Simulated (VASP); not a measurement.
# KGeO (P6mm) in VASP: a series of runs, part 2 of 2

VASP 6.6.1. Earlier steps stand in the parts before.

### Step 4. Relaxation of cell and atoms, PBE

File INCAR:

```
SYSTEM = KGeO
ALGO = Normal
EDIFF = 1E-6
EDIFFG = -0.04
ENCUT = 600
GGA = PE
IBRION = 2
ISIF = 3
ISMEAR = 0
LASPH = .TRUE.
LCHARG = .FALSE.
LREAL = .FALSE.
LWAVE = .FALSE.
NELM = 60
NSW = 90
PREC = Accurate
SIGMA = 0.1
```

File KPOINTS:

```
k-points
0
G
  6 6 4
  0 0 0
```

File POSCAR:

```
KGeO
1.0
    3.9394819500      0.0000000000      0.0000000000
   -1.9697409700      3.4116914400      0.0000000000
    0.0000000000      0.0000000000      5.9001423800
K Ge O
1 1 1
Direct
    0.0000000000      0.0000000000      0.2488386000
    0.0000000000      0.0000000000      0.6178873700
    0.0000000000      0.0000000000      0.9557583400
```

Potentials or basis: VASP PAW PBE potentials, release 64 (K_sv, Ge_d, O).

Launch:

```sh
$ cat potpaw_PBE.64/K_sv/POTCAR potpaw_PBE.64/Ge_d/POTCAR potpaw_PBE.64/O/POTCAR > POTCAR
$ mpirun -np 1 vasp_std > vasp.out
```

OUTCAR:

```text
SYSTEM = KGeO
   EDIFF = 1E-6
   EDIFFG = -0.04
   ENCUT = 600
   GGA = PE
   IBRION = 2
   ISIF = 3
   ISMEAR = 0
   LASPH = .TRUE.
   LREAL = .FALSE.
   NELM = 60
   NSW = 90
   PREC = Accurate

 ion  position               nearest neighbor table
   1  0.000  0.000  0.249-   3 1.73   2 2.18
   2  0.000  0.000  0.618-   3 1.99   1 2.18
   3  0.000  0.000  0.956-   1 1.73   2 1.99

  LATTYP: Found a hexagonal cell.
 ALAT       =     3.9394819500
 C/A-ratio  =     1.4976949901

  Lattice vectors:

 A1 = (   3.9394819500,   0.0000000000,   0.0000000000)
 A2 = (  -1.9697409700,   3.4116914400,   0.0000000000)
 A3 = (   0.0000000000,   0.0000000000,   5.9001423800)

Analysis of symmetry for initial positions (statically):
=====================================================================
 Subroutine PRICEL returns:
 Original cell was already a primitive cell.

 Routine SETGRP: Setting up the symmetry group for a
 hexagonal supercell.

 Subroutine GETGRP returns: Found 12 space group operations
 (whereof 12 operations were pure point group operations)
[... 163 lines left out ...]

  energy without entropy =       -6.74584501  energy(sigma->0) =       -6.74901213

------------------------ aborting loop because EDIFF is reached ----------------------------------------

  FORCE on cell =-STRESS in cart. coord.  units (eV):
  Direction    XX          YY          ZZ          XY          YZ          ZX
  --------------------------------------------------------------------------------------
  -------------------------------------------------------------------------------------
  Total       -1.4553211     -1.4553211     26.4480957     -0.0000000      0.0000000      0.0000000
  in kB      -29.4034349    -29.4034348    534.3596269     -0.0000000      0.0000000      0.0000000
  external PRESSURE =     158.5175857 kB  Pullay stress =       0.0000000 kB
[... 92 lines left out ...]
  FREE ENERGIE OF THE ION-ELECTRON SYSTEM (eV)
  ---------------------------------------------------
  free  energy   TOTEN  =       -11.8286476398 eV

  energy  without entropy=      -11.8227170516  energy(sigma->0) =      -11.82568235

[... ionic steps 4 to 12 ...]

--------------------------------------- Ionic step       13  -------------------------------------------

 number of electron      29.0000006 magnetization

------------------------ aborting loop because EDIFF is reached ----------------------------------------
[... 69 lines left out ...]
--------------------------------------- Ionic step       15  -------------------------------------------

 number of electron      29.0000006 magnetization

 Free energy of the ion-electron system (eV)
  ---------------------------------------------------
  ext. energy  EPLUGINS =         0.00000000
  ---------------------------------------------------
  free energy    TOTEN  =       -12.06638063 eV

  energy without entropy =      -12.05731128  energy(sigma->0) =      -12.06184596

 E-fermi :   1.0371     XC(G=0):  -7.2328

 val. band max:        1.0037986938   @ k =   0.0000   0.0000   0.0000
 cond. band min:       1.1015451032   @ k =   0.3333   0.3333   0.0000
 fundamental gap:      0.0977464094
 Fermi energy:         1.0370975259

 k-point     1 :       0.0000    0.0000    0.0000
  band No.  band energies     occupation
      1     -30.7985      2.00000
      2     -23.8885      2.00000
      3     -23.7997      2.00000
      4     -23.7997      2.00000
      5     -23.6375      2.00000
      6     -23.6375      2.00000
[... 460 lines left out ...]
  FREE ENERGIE OF THE ION-ELECTRON SYSTEM (eV)
  ---------------------------------------------------
  free  energy   TOTEN  =       -12.0663806296 eV

  energy  without entropy=      -12.0573112815  energy(sigma->0) =      -12.06184596

 reached required accuracy - stopping structural energy minimisation
```

CONTCAR:

```text
KGeO
   1.00000000000000
     3.9094934157622125   -0.0000000000447427    0.0000000000000000
    -1.9547467029579162    3.3857206076992643   -0.0000000000000000
    -0.0000000000000000   -0.0000000000000000    7.2243648932792652
  K               Ge              O
     1     1     1
Direct
     0.0000000000000000    0.0000000000000000    0.2347145458551324
     0.0000000000000000    0.0000000000000000    0.6770377460785367
     0.0000000000000000    0.0000000000000000    0.9107320180663306

  0.00000000E+00  0.00000000E+00  0.00000000E+00
  0.00000000E+00  0.00000000E+00  0.00000000E+00
  0.00000000E+00  0.00000000E+00  0.00000000E+00
```

Run time: 6 min. Hardware: 1 thread of Intel Xeon Platinum 8175M at 2.50GHz (Skylake/Cascade Lake), shared host; peak memory 0.25 GiB.

What came out:

| Quantity | Value |
| --- | --- |
| Free energy | -12.0664 eV |
| Relaxed volume | 31.87 Å³/atom |
| Relaxed cell | a = 3.909 Å, b = 3.909 Å, c = 7.224 Å, α = 90.00°, β = 90.00°, γ = 120.00° |
| Space group after relaxing (to 0.05 Å) | P6mm (No. 183) |
| Energy gained by relaxing | 1771.4 meV/atom |
| Ionic steps | 15 |
| Pressure after relaxing | -0.1 GPa |
| Largest force after relaxing | 0.032 eV/Å |

Forces in eV/Å, atoms in the order of the input:
```
K    0.000  0.000  0.031
Ge   0.000  0.000  0.001
O    0.000  0.000 -0.032
```

The path:
```csv
step,energy change (eV),largest force (eV/Å),pressure (GPa),volume (Å³)
1,0.0000,11.0062,15.85,79.30
2,-3.6648,11.3599,6.70,107.80
3,-5.0765,1.6455,0.55,95.77
4,-5.0978,1.3069,0.42,95.07
5,-5.1189,1.4853,0.30,93.41
6,-5.2333,0.9191,0.13,94.35
7,-5.3047,0.8161,0.45,95.97
8,-5.1878,2.3334,-2.68,97.98
9,-5.3121,0.0683,-0.28,96.34
10,-5.3122,0.0855,-0.22,96.32
11,-5.3140,0.0558,-0.01,95.82
12,-5.3140,0.0544,-0.04,95.85
13,-5.3141,0.0833,-0.11,95.69
14,-5.3141,0.0516,-0.07,95.74
15,-5.3142,0.0320,-0.07,95.62
```

Final structure:
```
K Ge O
1.0
     3.90949    0.00000    0.00000
    -1.95475    3.38572    0.00000
     0.00000    0.00000    7.22436
K Ge O
1 1 1
Direct
  0.00000 0.00000 0.23471
  0.00000 0.00000 0.67704
  0.00000 0.00000 0.91073
```

Caveat: the volume moved by over 15 % at a fixed basis, so the end points are rough; an odd number of electrons without spin polarisation forces a metal; a magnetic or distorted state may lie lower.

### Step 5. Single point, PBE

This run uses another cell than the first one, of 31.78 Å³/atom, 1.202 times its volume.

File INCAR:

```
SYSTEM = KGeO
ALGO = Normal
EDIFF = 1E-6
ENCUT = 520
GGA = PE
ISIF = 2
ISMEAR = 0
LASPH = .TRUE.
LCHARG = .FALSE.
LREAL = .FALSE.
LWAVE = .FALSE.
NBANDS = 22
NELM = 60
PREC = Accurate
SIGMA = 0.1
```

File KPOINTS:

```
k-points
0
G
  12 12 8
  0 0 0
```

File POSCAR:

```
KGeO
1.0
    3.9058947945      0.0000000000      0.0000000000
   -1.9529473973      3.3826041165      0.0000000000
    0.0000000000      0.0000000000      7.2153329944
K Ge O
1 1 1
Direct
    0.0000000000      0.0000000000      0.2348244192
    0.0000000000      0.0000000000      0.6766556460
    0.0000000000      0.0000000000      0.9110042449
```

Launch:

```sh
$ cat potpaw_PBE.64/K_sv/POTCAR potpaw_PBE.64/Ge_d/POTCAR potpaw_PBE.64/O/POTCAR > POTCAR
$ mpirun -np 1 vasp_std > vasp.out
```

Wall time 4 min (1 thread of Intel Xeon Platinum 8175M at 2.50GHz (Skylake/Cascade Lake), shared host); peak memory 0.36 GiB.

It converged, with:

```yaml
Free_energy: -12.0873 eV
Pressure: -0.1 GPa
Largest_force: 0.088 eV/Å
```

Forces on the atoms (eV/Å):
```
K    0.000  0.000  0.034
Ge   0.000  0.000  0.054
O    0.000  0.000 -0.088
```

Levels at points of the mesh, in eV from the Fermi level:
```
           k point  band 11  band 12  band 13  band 14  band 15  band 16  band 17  band 18
(0.00, 0.00, 0.00)    -7.85    -4.10    -2.61    -2.61     0.03     2.53     3.60     3.60
(0.50, 0.00, 0.00)    -7.07    -3.75    -3.39    -2.81    -0.63     2.15     2.53     3.19
(0.00, 0.00, 0.50)    -8.09    -3.53    -2.62    -2.62    -0.46     3.23     3.75     3.75
(0.50, 0.00, 0.50)    -7.30    -3.79    -2.89    -2.82    -0.51     2.04     2.67     3.23
```

Caveat: an odd number of electrons without spin polarisation forces a metal; a magnetic or distorted state may lie lower.

### Step 6. Relaxation of cell and atoms, PBE

This run uses another cell than the first one, of 31.81 Å³/atom, 1.203 times its volume.

File INCAR:

```
PREC = Accurate
ENCUT = 600
EDIFF = 1E-6
ISMEAR = 0
SIGMA = 0.1
LREAL = F
LASPH = T
NELM = 80
ALGO = Normal
ISIF = 3
LWAVE = F
LCHARG = F
GGA = PE
IBRION = 2
NSW = 100
EDIFFG = -0.01
```

File KPOINTS:

```
Automatic mesh
0
Gamma
  12 12 8
```

File POSCAR:

```
KGeO
1.0
    3.9071840889      0.0000000000      0.0000000000
   -1.9535920445      3.3837206783      0.0000000000
    0.0000000000      0.0000000000      7.2180368972
K Ge O
1 1 1
Direct
    0.0000000000      0.0000000000      0.2349680830
    0.0000000000      0.0000000000      0.6766257137
    0.0000000000      0.0000000000      0.9108905133
```

Potentials or basis: VASP PAW PBE potentials, release 64 (K_sv, Ge_d, O).

Launch:

```sh
$ cat potpaw_PBE.64/K_sv/POTCAR potpaw_PBE.64/Ge_d/POTCAR potpaw_PBE.64/O/POTCAR > POTCAR
$ mpirun -np 1 vasp_std > vasp.out
```

Run time: 21 min. Hardware: 1 thread of Intel Xeon Platinum 8175M at 2.50GHz (Skylake/Cascade Lake), shared host; peak memory 0.42 GiB.

The run converged. Its results:

```
Free energy                            : -12.0902 eV
Relaxed volume                         : 31.38 Å³/atom
Relaxed cell                           : a = 3.883 Å, b = 3.883 Å, c = 7.207 Å, α = 90.00°, β = 90.00°, γ = 120.00°
Space group after relaxing (to 0.05 Å) : P6mm (No. 183)
Energy gained by relaxing              : 0.1 meV/atom
Ionic steps                            : 18
Pressure after relaxing                : 0.0 GPa
Largest force after relaxing           : 0.004 eV/Å
```

Forces in eV/Å, atoms in the order of the input:
```
K    0.000  0.000  0.000
Ge   0.000  0.000  0.004
O    0.000  0.000 -0.004
```

Step by step:
| step | energy change (eV) | largest force (eV/Å) | pressure (GPa) | volume (Å³) |
| --- | --- | --- | --- | --- |
| 1 | 0.0000 | 0.0828 | -0.10 | 95.43 |
| 2 | 0.0008 | 0.2601 | 0.24 | 95.15 |
| 3 | -0.0001 | 0.0215 | -0.03 | 95.36 |
| 4 | -0.0002 | 0.0138 | -0.04 | 95.26 |
| 5 | -0.0002 | 0.0241 | -0.05 | 95.13 |
| 6 | -0.0003 | 0.0154 | -0.06 | 94.91 |
| 7 | -0.0003 | 0.0338 | -0.07 | 94.77 |
| 8 | -0.0003 | 0.0164 | -0.05 | 94.66 |
| 9 | -0.0003 | 0.0358 | 0.06 | 94.34 |
| 10 | -0.0003 | 0.0133 | -0.02 | 94.51 |
| 11 | -0.0003 | 0.0291 | 0.01 | 94.39 |
| 12 | -0.0003 | 0.0258 | -0.02 | 94.41 |
| 13 | -0.0003 | 0.0269 | 0.00 | 94.40 |
| 14 | -0.0004 | 0.0254 | 0.02 | 94.27 |
| 15 | -0.0004 | 0.0245 | 0.03 | 94.20 |
| 16 | -0.0004 | 0.0227 | 0.04 | 94.06 |
| 17 | -0.0004 | 0.0234 | 0.03 | 94.13 |
| 18 | -0.0004 | 0.0044 | 0.01 | 94.13 |

Final structure:
```
K Ge O
1.0
     3.88347    0.00000    0.00000
    -1.94173    3.36318    0.00000
     0.00000    0.00000    7.20694
K Ge O
1 1 1
Direct
  0.00000 0.00000 0.23537
  0.00000 0.00000 0.67639
  0.00000 0.00000 0.91072
```

Levels at points of the mesh, in eV from the Fermi level:
| k point | band 10 | band 11 | band 12 | band 13 | band 14 | band 15 | band 16 | band 17 | band 18 |
| --- | --- | --- | --- | --- | --- | --- | --- | --- | --- |
| (0.00, 0.00, 0.00) | -15.08 | -7.86 | -4.11 | -2.59 | -2.59 | 0.02 | 2.54 | 3.67 | 3.67 |
| (0.50, 0.00, 0.00) | -15.02 | -7.05 | -3.76 | -3.37 | -2.79 | -0.64 | 2.15 | 2.58 | 3.22 |
| (0.00, 0.00, 0.50) | -15.05 | -8.11 | -3.53 | -2.60 | -2.60 | -0.46 | 3.23 | 3.82 | 3.82 |
| (0.50, 0.00, 0.50) | -15.00 | -7.28 | -3.80 | -2.87 | -2.80 | -0.52 | 2.03 | 2.72 | 3.25 |

Caveat: an odd number of electrons without spin polarisation forces a metal; a magnetic or distorted state may lie lower.

### Step 7. Summary

```csv
task,cell,k mesh,cutoff (eV),gap on the mesh (eV),pressure (GPa),relaxed volume (Å³/atom),largest force (eV/Å)
single point,"a = 3.939, b = 3.939, c = 5.900 Å, angles 90.0, 90.0, 120.0°, 3 atoms",6 × 6 × 4,520,none,15.9,-,11.01
single point,"a = 3.907, b = 3.907, c = 7.218 Å, angles 90.0, 90.0, 120.0°, 3 atoms",6 × 6 × 4,520,none,0.0,-,0.12
relaxation of cell and atoms,"relaxed from a = 3.939, b = 3.939, c = 5.900 Å, angles 90.0, 90.0, 120.0°, 3 atoms",6 × 6 × 4,600,none,-0.1,31.87,0.03
single point,"a = 3.906, b = 3.906, c = 7.215 Å, angles 90.0, 90.0, 120.0°, 3 atoms",12 × 12 × 8,520,none,-0.1,-,0.09
relaxation of cell and atoms,"relaxed from a = 3.907, b = 3.907, c = 7.218 Å, angles 90.0, 90.0, 120.0°, 3 atoms",12 × 12 × 8,600,none,0.0,31.38,-
```

Alike in all rows: level PBE; potentials or basis VASP PAW PBE potentials, release 64 (K_sv, Ge_d, O); no spin polarisation; smearing gaussian 0.1 eV.

Caveats: an odd number of electrons without spin polarisation forces a metal; a magnetic or distorted state may lie lower; the volume moved by over 15 % at a fixed basis, so the end points are rough (some runs).

Total energies depend on the potentials used, so only differences within one code and one set of settings carry meaning.
